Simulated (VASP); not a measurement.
# Ga3As3CO in VASP: further runs

The runs below take Ga3As3CO through single point, with PBE+D3(BJ).

All numbers are computed with VASP 6.6.1; they aren't measurements. Logs are shortened: lines on timing, memory, paths and dates and some standing lists are left out, and cuts for length are marked.

**1. The cell of the first run**

The cell holds a slab with vacuum, 8 atoms: a = 4.014 Å, b = 5.676 Å, c = 23.335 Å, α = 90.00°, β = 90.00°, γ = 90.00°.

**2. Single point, PBE+D3(BJ)**

File INCAR:

```
SYSTEM = Ga3As3CO
PREC     = Accurate       ! precision mode
ENCUT    = 520            ! plane-wave cutoff, eV
EDIFF    = 1E-7           ! SCF threshold, eV
ISMEAR   = 0              ! smearing method
SIGMA    = 0.05           ! smearing width, eV
LREAL    = .FALSE.        ! projectors in reciprocal space
LASPH    = .TRUE.         ! aspherical terms in the spheres
NELM     = 100            ! most SCF steps
ALGO     = Normal         ! electronic algorithm
ISIF     = 2              ! what is computed and relaxed
LWAVE    = .FALSE.        ! write WAVECAR
LCHARG   = .TRUE.         ! write CHGCAR
LDIPOL   = .TRUE.       
IDIPOL   = 3            
DIPOL    = 0.5 0.5 0.323
GGA      = PE             ! functional
IVDW     = 12             ! dispersion correction
LELF     = .TRUE.         ! ELF
LVHAR    = .TRUE.       
LVACPOTAV= .TRUE.       
NBANDS   = 42             ! bands
```

File KPOINTS:

```
Automatic mesh
0
G
  7 5 1
  0 0 0
```

File POSCAR:

```
Ga3As3CO
1.0
    4.0137031111      0.0000000000      0.0000000000
    0.0000000000      5.6762333751      0.0000000000
    0.0000000000      0.0000000000     23.3352699083
Ga As O C
3 3 1 1
Direct
    0.5000000000      0.5000000000      0.1714143447
    0.0000000000      0.0653835255      0.2680035048
    0.5000000000      0.4894639609      0.3228546357
    0.0000000000      0.2500000000      0.1714143447
    0.5000000000      0.8102208698      0.2504948966
    0.0000000000      0.2887573198      0.3593388866
    0.3333333333      0.6220906532      0.4964703624
    0.3333333333      0.6220906532      0.5457519865
```

Potentials or basis: VASP PAW PBE potentials, release 64 (Ga_d, As, O, C).

Command:

```bash
$ cat potpaw_PBE.64/Ga_d/POTCAR potpaw_PBE.64/As/POTCAR potpaw_PBE.64/O/POTCAR potpaw_PBE.64/C/POTCAR > POTCAR
$ mpirun -np 1 vasp_std > vasp.out
```

OUTCAR:

```text
SYSTEM = Ga3As3CO
   PREC = Accurate
   ENCUT = 520
   EDIFF = 1E-7
   ISMEAR = 0
   LREAL = .FALSE.
   LASPH = .TRUE.
   NELM = 100
   ISIF = 2
   GGA = PE
   IVDW = 12
 IVDW          = 12

 ion  position               nearest neighbor table
   1  0.500  0.500  0.171-   4 2.46   4 2.46   5 2.55
   2  0.000  0.065  0.268-   6 2.48   4 2.49   5 2.51   5 2.51
   3  0.500  0.489  0.323-   6 2.46   6 2.46   5 2.48
   4  0.000  0.250  0.171-   1 2.46   1 2.46   2 2.49
   5  0.500  0.810  0.250-   3 2.48   2 2.51   2 2.51   1 2.55
   6  0.000  0.289  0.359-   3 2.46   3 2.46   2 2.48
   7  0.333  0.622  0.496-   8 1.15
   8  0.333  0.622  0.546-   7 1.15

  LATTYP: Found a simple orthorhombic cell.
 ALAT       =     4.0137031111
 B/A-ratio  =     1.4142135624
 C/A-ratio  =     5.8139003465

  Lattice vectors:

 A1 = (   4.0137031111,   0.0000000000,   0.0000000000)
 A2 = (   0.0000000000,   5.6762333751,   0.0000000000)
 A3 = (   0.0000000000,   0.0000000000,  23.3352699083)

Analysis of symmetry for initial positions (statically):
=====================================================================
 Subroutine PRICEL returns:
 Original cell was already a primitive cell.

 Routine SETGRP: Setting up the symmetry group for a
 simple orthorhombic supercell.

 Subroutine GETGRP returns: Found  1 space group operations
 (whereof  1 operations were pure point group operations)
 out of a pool of  8 trial point group operations.

The static configuration has the point symmetry C_1 .

Analysis of symmetry for dynamics (positions and initial velocities):
=====================================================================
 Subroutine PRICEL returns:
 Original cell was already a primitive cell.

 Routine SETGRP: Setting up the symmetry group for a
 simple orthorhombic supercell.

 Subroutine GETGRP returns: Found  1 space group operations
 (whereof  1 operations were pure point group operations)
 out of a pool of  8 trial point group operations.

The dynamic configuration has the point symmetry C_1 .

 Subroutine INISYM returns: Found  1 space group operations
 (whereof  1 operations are pure point group operations),
 and found     1 'primitive' translations

----------------------------------------------------------------------------------------

                                     Primitive cell

  volume of cell :     531.6408

  direct lattice vectors                    reciprocal lattice vectors
     4.013703111  0.000000000  0.000000000     0.249146480  0.000000000  0.000000000
     0.000000000  5.676233375  0.000000000     0.000000000  0.176173165  0.000000000
     0.000000000  0.000000000 23.335269908     0.000000000  0.000000000  0.042853586

  length of vectors
     4.013703111  5.676233375 23.335269908     0.249146480  0.176173165  0.042853586

  position of ions in fractional coordinates (direct lattice)
     0.500000000  0.500000000  0.171414345
     0.000000000  0.065383526  0.268003505
     0.500000000  0.489463961  0.322854636
     0.000000000  0.250000000  0.171414345
     0.500000000  0.810220870  0.250494897
     0.000000000  0.288757320  0.359338887
     0.333333333  0.622090653  0.496470362
     0.333333333  0.622090653  0.545751987

  ion indices of the primitive-cell ions
   primitive index   ion index
                 1           1
                 2           2
                 3           3
                 4           4
                 5           5
                 6           6
                 7           7
                 8           8

----------------------------------------------------------------------------------------

 KPOINTS: Automatic mesh

Automatic generation of k-mesh.
 Grid dimensions read from file:
 generate k-points for:    7    5    1

 Generating k-lattice:

  Cartesian coordinates                     Fractional coordinates (reciprocal lattice)
     0.035592354  0.000000000  0.000000000     0.142857143  0.000000000  0.000000000
     0.000000000  0.035234633  0.000000000     0.000000000  0.200000000  0.000000000
     0.000000000  0.000000000  0.042853586     0.000000000  0.000000000  1.000000000

  Length of vectors
     0.035592354  0.035234633  0.042853586

  Shift w.r.t. Gamma in fractional coordinates (k-lattice)
     0.000000000  0.000000000  0.000000000

 Subroutine IBZKPT returns following result:
 ===========================================

 Found     18 irreducible k-points:

 Following reciprocal coordinates:
            Coordinates               Weight
  0.000000  0.000000  0.000000      1.000000
  0.142857  0.000000  0.000000      2.000000
  0.285714  0.000000  0.000000      2.000000
  0.428571  0.000000  0.000000      2.000000
  0.000000  0.200000  0.000000      2.000000
  0.142857  0.200000  0.000000      2.000000
[... 10 lines left out ...]
  0.428571  0.400000  0.000000      2.000000
  0.428571 -0.400000  0.000000      2.000000
   k-points           NKPTS =     18   k-points in BZ     NKDIM =     18   number of bands    NBANDS=     42
   number of dos      NEDOS =    301   number of ions     NIONS =      8
   total plane-waves  NPLWV = 226800
   dimension x,y,z NGX =    30 NGY =   42 NGZ =  180
   dimension x,y,z NGXF=    60 NGYF=   84 NGZF=  360
   ions per type =               3   3   1   1
   NGX,Y,Z   is equivalent  to a cutoff of  12.43, 12.30, 12.82 a.u.
   NGXF,Y,Z  is equivalent  to a cutoff of  24.85, 24.60, 25.65 a.u.
 SYSTEM =  Ga3As3CO
   PREC   = accura    normal or accurate (medium, high low for compatibility)
   ISTART =      0    job   : 0-new  1-cont  2-samecut
   ICHARG =      2    charge: 1-file 2-atom 10-const
   ISPIN  =      1    spin polarized calculation?
   LNONCOLLINEAR =      F non collinear calculations
   LSORBIT =      F    spin-orbit coupling
   LASPH  =      T    aspherical Exc in radial PAW
   ENCUT  =  520.0 eV  38.22 Ry    6.18 a.u.   7.46 10.55 43.39*2*pi/ulx,y,z
   NELM   =    100;   NELMIN=  2; NELMDL= -5     # of ELM steps
   EDIFF  = 0.1E-06   stopping-criterion for ELM
   LREAL  =      F    real-space projection
   EDIFFG = 0.1E-05   stopping-criterion for IOM
   NSW    =      0    number of steps for IOM
   IBRION =     -1    ionic relax: 0-MD 1-quasi-New 2-CG
   NFREE  =      0    steps in history (QN), initial steepest desc. (CG)
   ISIF   =      2    stress and relaxation
   ISYM   =      2    0-nonsym 1-usesym 2-fastsym
   POTIM  = 0.5000    time-step for ionic-motion
   TEBEG  =    0.0;   TEEND  =   0.0 temperature during run
   PSTRESS=    0.0 pullay stress
   NELECT =      64.0000    total number of electrons
   NUPDOWN=      -1.0000    fix difference up-down
   EMIN   =  10.00;   EMAX   =-10.00  energy-range for DOS
   EFERMI =   0.00;   METHOD = LEGACY
   ISMEAR =     0;   SIGMA  =   0.05  broadening in eV -4-tet -1-fermi 0-gaus
   EFERMI_NEDOS =   21; number of points for ismear=-14 and -15
   IALGO  =     38    algorithm
   IMIX   =      4    mixing-type and parameters
     AMIX     =   0.40;   BMIX     =  1.00
     AMIX_MAG =   1.60;   BMIX_MAG =  1.00
  volume/ion in A,a.u.               =      66.46       448.46
  Fermi-wavevector in a.u.,A,eV,Ry     =   0.808342  1.527546  8.890285  0.653418
  Thomas-Fermi vector in A             =   1.917130
   LORBIT       =      0    0 simple, 1 ext, 2 COOP (PROOUT), +10 PAW based schemes
   GGA     = PE    functional components
   LHFCALC =     F    Hartree Fock is set to
   AEXX    =    0.0000 exact exchange contribution
   IVDW    =    12    specifies the selected vdW correction
   LEPSILON=     F    determine dielectric tensor
   LRPA    =     F    only Hartree local field effects (RPA)
 non-spin polarized calculation
 Gauss-broadening in eV      SIGMA  =   0.05
  energy-cutoff  :      520.00
  volume of cell :      531.64
 maximum number of plane-waves:     14367
 NGX is ok and might be reduce to    30
   NGX = 15   NGY = 21   NGZ = 87

 dipolmoment           0.000000      0.000000     -0.000301 electrons x Angstroem

 number of electron      64.0000018 magnetization

 dipolmoment           0.000000      0.000000      0.055474 electrons x Angstroem

 Free energy of the ion-electron system (eV)
  ---------------------------------------------------
  ext. energy  EPLUGINS =         0.00000000
  ---------------------------------------------------
  free energy    TOTEN  =       -37.55327617 eV

  energy without entropy =      -37.55327617  energy(sigma->0) =      -37.55327617

 E-fermi :  -2.0849     XC(G=0):  -3.8073

 val. band max:       -2.2846542208   @ k =   0.0000   0.0000   0.0000
 cond. band min:      -1.8818758673   @ k =   0.4286   0.0000   0.0000
 fundamental gap:      0.4027783535
 Fermi energy:        -2.0848791574

 k-point     1 :       0.0000    0.0000    0.0000
  band No.  band energies     occupation
      1     -26.7448      2.00000
      2     -17.2643      2.00000
      3     -17.2055      2.00000
      4     -17.1900      2.00000
      5     -17.1655      2.00000
      6     -17.1426      2.00000
[... 34 lines left out ...]
     41       2.1469      0.00000
     42       2.1793      0.00000

 k-point     2 :       0.1429    0.0000    0.0000
  band No.  band energies     occupation
      1     -26.7432      2.00000
      2     -17.2612      2.00000
      3     -17.2025      2.00000
      4     -17.1894      2.00000
      5     -17.1648      2.00000
      6     -17.1452      2.00000
[... 34 lines left out ...]
     41       1.9537      0.00000
     42       2.2403      0.00000

 k-point     3 :       0.2857    0.0000    0.0000
  band No.  band energies     occupation
      1     -26.7395      2.00000
      2     -17.2545      2.00000
      3     -17.1958      2.00000
      4     -17.1876      2.00000
      5     -17.1638      2.00000
      6     -17.1522      2.00000
[... 627 lines left out ...]
      4     -17.1848      2.00000
      5     -17.1657      2.00000
      6     -17.1605      2.00000
[... 34 lines left out ...]
     41       2.7173      0.00000
     42       3.0452      0.00000

 k-point    18 :       0.4286   -0.4000    0.0000
  band No.  band energies     occupation
      1     -26.7364      2.00000
      2     -17.2457      2.00000
      3     -17.1892      2.00000
      4     -17.1848      2.00000
      5     -17.1657      2.00000
      6     -17.1605      2.00000
[... 34 lines left out ...]
     41       2.7240      0.00000
     42       3.0339      0.00000

------------------------ aborting loop because EDIFF is reached ----------------------------------------

 Edisp (eV)   -1.25987

 E8    (eV) :    -0.5716

  FORCE on cell =-STRESS in cart. coord.  units (eV):
  Direction    XX          YY          ZZ          XY          YZ          ZX
  --------------------------------------------------------------------------------------
  -------------------------------------------------------------------------------------
  Total      -2.08511    -2.63633    -0.90930     0.01653    -0.01870     0.02194
  in kB      -6.28380    -7.94497    -2.74032     0.04980    -0.05635     0.06613
  external pressure =       -5.66 kB  Pullay stress =        0.00 kB

 VOLUME and BASIS-vectors are now :
 -----------------------------------------------------------------------------
  energy-cutoff  :      520.00
  volume of cell :      531.64
      direct lattice vectors                 reciprocal lattice vectors
     4.013703111  0.000000000  0.000000000     0.249146480  0.000000000  0.000000000
     0.000000000  5.676233375  0.000000000     0.000000000  0.176173165  0.000000000
     0.000000000  0.000000000 23.335269908     0.000000000  0.000000000  0.042853586

 POSITION                                       TOTAL-FORCE (eV/Angst)
 -----------------------------------------------------------------------------------
      2.00685      2.83812      4.00000        -0.000306     -0.310678      1.032148
      0.00000      0.37113      6.25393        -0.002740     -0.006119      0.021560
      2.00685      2.77831      7.53390        -0.000824      0.004897      0.020653
      0.00000      1.41906      4.00000         0.000391      0.314387     -1.063746
      2.00685      4.59900      5.84537         0.000319      0.007702     -0.014785
      0.00000      1.63905      8.38527        -0.002801     -0.014090      0.040001
      1.33790      3.53113     11.58527         0.008326      0.007467      0.694257
      1.33790      3.53113     12.73527        -0.002364     -0.003566     -0.730087
 -----------------------------------------------------------------------------------
    total drift:                                0.000047     -0.001283      0.000523

  FREE ENERGIE OF THE ION-ELECTRON SYSTEM (eV)
  ---------------------------------------------------
  free  energy   TOTEN  =       -38.8131412421 eV

  energy  without entropy=      -38.8131412418  energy(sigma->0) =      -38.81314124

 vacuum level on the upper side and lower side of the slab         2.791         2.351
```

It took 7.2 min on 1 thread of Intel Xeon 6975P-C (Granite Rapids), shared host; peak memory 0.74 GiB.

What came out:

| Item | Value |
| --- | --- |
| Free energy | -38.8131 eV |
| Largest force | 1.109 eV/Å |
| Band gap on the k mesh | 0.40 eV (least direct gap 0.75 eV) |
| Dispersion energy per atom | -0.157 eV |

Forces in eV/Å, atoms in the order of the input:
```
Ga   0.000 -0.311  1.032
Ga  -0.003 -0.006  0.022
Ga  -0.001  0.005  0.021
As   0.000  0.314 -1.064
As   0.000  0.008 -0.015
As  -0.003 -0.014  0.040
O    0.008  0.007  0.694
C   -0.002 -0.004 -0.730
```

Levels at points of the mesh, in eV from the valence-band top:
| k point | band 30 | band 31 | band 32 | band 33 | band 34 | band 35 |
| --- | --- | --- | --- | --- | --- | --- |
| (0.00, 0.00, 0.00) | -0.89 | -0.85 | 0.00 | 0.75 | 1.61 | 2.30 |

(Continued in part 2 of 2.)
